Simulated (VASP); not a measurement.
# TeMo2 (Fm-3m) in VASP: relaxation of cell and atoms with PBE

Aim: the relaxation of cell and atoms of TeMo2 with PBE.

Program: VASP 6.6.1. These are calculated values, not measurements. Logs are shortened: lines on timing, memory, paths and dates and some standing lists are left out, and cuts for length are marked.

## Step 1: The cell of the first run

It takes space group Fm-3m (No. 225, cubic). The conventional cell has a = 6.494 Å, b = 6.494 Å, c = 6.494 Å, α = 90.00°, β = 90.00°, γ = 90.00°. Within 3.7 Å of Te (site symmetry m-3m) lie 8 Mo at 2.81 Å. Within 3.7 Å of Mo (site symmetry -43m) lie 4 Te at 2.81 Å and 6 Mo at 3.25 Å.

The cell was built from a structure type or drawn by symmetry, and may not be a known phase.

## Step 2: Relaxation of cell and atoms, PBE

The input, INCAR:

```
PREC = Accurate ; ENCUT = 500
EDIFF = 1E-7 ; ISMEAR = 0
SIGMA = 0.2 ; LREAL = False
LASPH = True ; NELM = 120
ALGO = Normal ; ISIF = 3
LWAVE = False ; LCHARG = False
GGA = PE ; IBRION = 2
NSW = 36 ; EDIFFG = -0.08
GGA_COMPAT = False ; NELMIN = 4
```

The input, KPOINTS:

```
Automatic mesh
0
Gamma
  5 5 5
```

The input, POSCAR:

```
TeMo2
1.0
    0.0000000000      3.2470125600      3.2470125600
    3.2470125600      0.0000000000      3.2470125600
    3.2470125600      3.2470125600      0.0000000000
Te Mo
1 2
Direct
    0.0000000000      0.0000000000      0.0000000000
    0.2500000000      0.2500000000      0.2500000000
    0.7500000000      0.7500000000      0.7500000000
```

Potentials or basis: VASP PAW PBE potentials, release 64 (Te, Mo_sv).

On the command line:

```console
> cat potpaw_PBE.64/Te/POTCAR potpaw_PBE.64/Mo_sv/POTCAR > POTCAR
> mpirun -np 1 vasp_std > vasp.out
```

OUTCAR:

```text
PREC = Accurate
   ENCUT = 500
   EDIFF = 1E-7
   ISMEAR = 0
   LREAL = False
   LASPH = True
   NELM = 120
   ISIF = 3
   GGA = PE
   IBRION = 2
   NSW = 36
   EDIFFG = -0.08
   NELMIN = 4

 ion  position               nearest neighbor table
   1  0.000  0.000  0.000-   3 2.81   3 2.81   3 2.81   2 2.81   3 2.81   2 2.81   2 2.81   2 2.81

   2  0.250  0.250  0.250-   1 2.81   1 2.81   1 2.81   1 2.81   3 3.25   3 3.25   3 3.25   3 3.25
                             3 3.25   3 3.25
   3  0.750  0.750  0.750-   1 2.81   1 2.81   1 2.81   1 2.81   2 3.25   2 3.25   2 3.25   2 3.25
                             2 3.25   2 3.25

  LATTYP: Found a face centered cubic cell.
 ALAT       =     6.4940251200

  Lattice vectors:

 A1 = (   0.0000000000,   3.2470125600,   3.2470125600)
 A2 = (   3.2470125600,   0.0000000000,   3.2470125600)
 A3 = (   3.2470125600,   3.2470125600,   0.0000000000)

Analysis of symmetry for initial positions (statically):
=====================================================================
 Subroutine PRICEL returns:
 Original cell was already a primitive cell.

 Routine SETGRP: Setting up the symmetry group for a
 face centered cubic supercell.

 Subroutine GETGRP returns: Found 48 space group operations
 (whereof 48 operations were pure point group operations)
 out of a pool of 48 trial point group operations.

The static configuration has the point symmetry O_h .

Analysis of symmetry for dynamics (positions and initial velocities):
=====================================================================
 Subroutine PRICEL returns:
 Original cell was already a primitive cell.

 Routine SETGRP: Setting up the symmetry group for a
 face centered cubic supercell.

 Subroutine GETGRP returns: Found 48 space group operations
 (whereof 48 operations were pure point group operations)
 out of a pool of 48 trial point group operations.

The dynamic configuration has the point symmetry O_h .

 Subroutine INISYM returns: Found 48 space group operations
 (whereof 48 operations are pure point group operations),
 and found     1 'primitive' translations

----------------------------------------------------------------------------------------

                                     Primitive cell

  volume of cell :      68.4671

  direct lattice vectors                    reciprocal lattice vectors
     0.000000000  3.247012560  3.247012560    -0.153987701  0.153987701  0.153987701
     3.247012560  0.000000000  3.247012560     0.153987701 -0.153987701  0.153987701
     3.247012560  3.247012560  0.000000000     0.153987701  0.153987701 -0.153987701

  length of vectors
     4.591969200  4.591969200  4.591969200     0.266714522  0.266714522  0.266714522
[... 55 lines left out ...]
   ions per type =               1   2
   NGX,Y,Z   is equivalent  to a cutoff of  13.03, 13.03, 13.03 a.u.
   NGXF,Y,Z  is equivalent  to a cutoff of  26.07, 26.07, 26.07 a.u.
 SYSTEM =  unknown system
   PREC   = accura    normal or accurate (medium, high low for compatibility)
   ISTART =      0    job   : 0-new  1-cont  2-samecut
   ICHARG =      2    charge: 1-file 2-atom 10-const
   ISPIN  =      1    spin polarized calculation?
   LNONCOLLINEAR =      F non collinear calculations
   LSORBIT =      F    spin-orbit coupling
   LASPH  =      T    aspherical Exc in radial PAW
   ENCUT  =  500.0 eV  36.75 Ry    6.06 a.u.   8.37  8.37  8.37*2*pi/ulx,y,z
   NELM   =    120;   NELMIN=  4; NELMDL= -5     # of ELM steps
   EDIFF  = 0.1E-06   stopping-criterion for ELM
   LREAL  =      F    real-space projection
   EDIFFG = -.8E-01   stopping-criterion for IOM
   NSW    =     36    number of steps for IOM
   IBRION =      2    ionic relax: 0-MD 1-quasi-New 2-CG
   NFREE  =      1    steps in history (QN), initial steepest desc. (CG)
   ISIF   =      3    stress and relaxation
   ISYM   =      2    0-nonsym 1-usesym 2-fastsym
   POTIM  = 0.5000    time-step for ionic-motion
   TEBEG  =    0.0;   TEEND  =   0.0 temperature during run
   PSTRESS=    0.0 pullay stress
   NELECT =      34.0000    total number of electrons
   NUPDOWN=      -1.0000    fix difference up-down
   EMIN   =  10.00;   EMAX   =-10.00  energy-range for DOS
   EFERMI =   0.00;   METHOD = LEGACY
   ISMEAR =     0;   SIGMA  =   0.20  broadening in eV -4-tet -1-fermi 0-gaus
   EFERMI_NEDOS =   21; number of points for ismear=-14 and -15
   IALGO  =     38    algorithm
   IMIX   =      4    mixing-type and parameters
     AMIX     =   0.40;   BMIX     =  1.00
     AMIX_MAG =   1.60;   BMIX_MAG =  1.00
  volume/ion in A,a.u.               =      22.82       154.01
  Fermi-wavevector in a.u.,A,eV,Ry     =   1.296404  2.449849 22.866828  1.680664
  Thomas-Fermi vector in A             =   2.427863
   LORBIT       =      0    0 simple, 1 ext, 2 COOP (PROOUT), +10 PAW based schemes
   GGA     = PE    functional components
   LHFCALC =     F    Hartree Fock is set to
   AEXX    =    0.0000 exact exchange contribution
   IVDW    =     0    specifies the selected vdW correction
   LEPSILON=     F    determine dielectric tensor
   LRPA    =     F    only Hartree local field effects (RPA)
 conjugate gradient relaxation of ions
 non-spin polarized calculation
 Gauss-broadening in eV      SIGMA  =   0.20
  energy-cutoff  :      500.00
  volume of cell :       68.47
 maximum number of plane-waves:      1807
 NGX is ok and might be reduce to    36
   NGX = 17   NGY = 17   NGZ = 17

--------------------------------------- Ionic step        1  -------------------------------------------

 number of electron      33.9999996 magnetization

 Free energy of the ion-electron system (eV)
  ---------------------------------------------------
  ext. energy  EPLUGINS =         0.00000000
  ---------------------------------------------------
  free energy    TOTEN  =       -21.72640738 eV

  energy without entropy =      -21.57705478  energy(sigma->0) =      -21.65173108

 E-fermi :   8.7485     XC(G=0): -11.0277

 val. band max:        8.7285898092   @ k =   0.2000   0.2000   0.0000
 cond. band min:       8.7602002558   @ k =   0.4000   0.0000   0.0000
 fundamental gap:      0.0316104466
 Fermi energy:         8.7485248909

 k-point     1 :       0.0000    0.0000    0.0000
  band No.  band energies     occupation
      1     -52.0954      2.00000
      2     -52.0549      2.00000
      3     -26.2485      2.00000
      4     -26.2485      2.00000
      5     -26.2485      2.00000
      6     -26.1050      2.00000
[... 339 lines left out ...]
--------------------------------------- Ionic step        4  -------------------------------------------

 number of electron      33.9999999 magnetization

 Free energy of the ion-electron system (eV)
  ---------------------------------------------------
  ext. energy  EPLUGINS =         0.00000000
  ---------------------------------------------------
  free energy    TOTEN  =       -22.10466868 eV

  energy without entropy =      -21.97427307  energy(sigma->0) =      -22.03947087

 E-fermi :  10.2901     XC(G=0): -11.6159

 val. band max:       10.2245619907   @ k =  -0.2000   0.2000   0.0000
 cond. band min:      10.3166031660   @ k =   0.2000   0.2000   0.0000
 fundamental gap:      0.0920411753
 Fermi energy:        10.2900868477

 k-point     1 :       0.0000    0.0000    0.0000
  band No.  band energies     occupation
      1     -50.4498      2.00000
      2     -50.3791      2.00000
      3     -24.6663      2.00000
      4     -24.6663      2.00000
      5     -24.6663      2.00000
      6     -24.4493      2.00000
[... 259 lines left out ...]
  FREE ENERGIE OF THE ION-ELECTRON SYSTEM (eV)
  ---------------------------------------------------
  free  energy   TOTEN  =       -22.1046686787 eV

  energy  without entropy=      -21.9742730678  energy(sigma->0) =      -22.03947087

 reached required accuracy - stopping structural energy minimisation
```

Wall time 46 s (1 thread of AMD EPYC 9R45 (Zen 5), shared host); peak memory 0.18 GiB.

Results:

```yaml
Free_energy: -22.1047 eV
Relaxed_volume: 20.27 Å³/atom
Relaxed_cell: a = 4.414 Å, b = 4.414 Å, c = 4.414 Å, α = 60.00°, β = 60.00°, γ = 60.00°
Space_group_after_relaxing_to_0.1_Å: Fm-3m (No. 225)
Energy_gained_by_relaxing: 126.1 meV/atom
Ionic_steps: 4
Pressure_after_relaxing: -0.2 GPa
Band_gap_on_the_k_mesh: zero (bands 17 and 18 overlap by 1.26 eV)
```

The path:
```
step  energy change (eV)  largest force (eV/Å)  pressure (GPa)  volume (Å³)
   1              0.0000                0.0000          -13.89        68.47
   2              0.7407                0.0000           42.23        50.67
   3             -0.3772                0.0000           -0.94        61.09
   4             -0.3783                0.0000           -0.22        60.80
```

Final structure:
```
Te Mo
1.0
     0.00000    3.12094    3.12094
     3.12094    0.00000    3.12094
     3.12094    3.12094    0.00000
Te Mo
1 2
Cartesian
  0.0000 3.1209 3.1209
  1.5605 1.5605 1.5605
  4.6814 4.6814 4.6814
```

Caveat: spin-orbit coupling is left out, which moves the levels of the heavy elements.
